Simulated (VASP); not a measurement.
Write the native input for VASP 6.6.1 that does the following.

| Property | Result |
| --- | --- |
| Task | relaxation of shape and atoms at fixed volume |
| Functional | PBEsol |
| Potentials or basis | VASP PAW PBE potentials, release 64 (Ti_sv, Si) |
| Cutoff | 500 eV |
| k mesh | 10 × 6 × 10 |
| Occupations | gaussian, width 0.1 eV |
| Spin | no spin polarisation |
| Dipole correction | no |
| Further INCAR settings | ALGO = Normal; EDIFF = 1e-07; IBRION = 2; EDIFFG = -0.01; NSW = 50; ISIF = 4 |

The structure of TiSi lies in POSCAR:

```
TiSi
1.0
    3.5458160917      0.0000000000      0.0000000000
    0.0000000000      7.4546601820      0.0000000000
    0.0000000000      0.0000000000      4.0204349342
Ti Si
4 4
Direct
    0.0000000000      0.5000000000      0.0507500000
    0.5000000000      0.5000000000      0.5507500000
    0.5000000000      0.0000000000      0.5507500000
    0.0000000000      0.0000000000      0.0507500000
    0.0000000000      0.7500000000      0.5507500000
    0.0000000000      0.2500000000      0.5507500000
    0.5000000000      0.2500000000      0.0507500000
    0.5000000000      0.7500000000      0.0507500000
```

One way to write it, as run:

INCAR

```
PREC = Accurate
ENCUT = 500
EDIFF = 1E-7
ISMEAR = 0
SIGMA = 0.1
LREAL = False
LASPH = True
NELM = 120
ALGO = Normal
ISIF = 4
LWAVE = False
LCHARG = False
GGA = PS
IBRION = 2
NSW = 50
EDIFFG = -0.01
GGA_COMPAT = False
NELMIN = 4
```

KPOINTS

```
Automatic mesh
0
Gamma
  10 6 10
```

Potentials or basis: VASP PAW PBE potentials, release 64 (Ti_sv, Si).

Command:

```sh
$ cat potpaw_PBE.64/Ti_sv/POTCAR potpaw_PBE.64/Si/POTCAR > POTCAR
$ mpirun -np 1 vasp_std > vasp.out
```

It gave:

```
Energy gained by relaxing : 0.4 meV/atom
Ionic steps               : 6
Pressure after relaxing   : 9.8 GPa
Band gap on the k mesh    : zero (bands 32 and 33 overlap by 1.16 eV)
```

Caveat: the PAW data sets were made with another functional, which shifts forces and pressure a little.

It took 31 min on 1 thread of Oxide Virtual Turin-like Processor (shared host), peak memory 0.48 GiB.
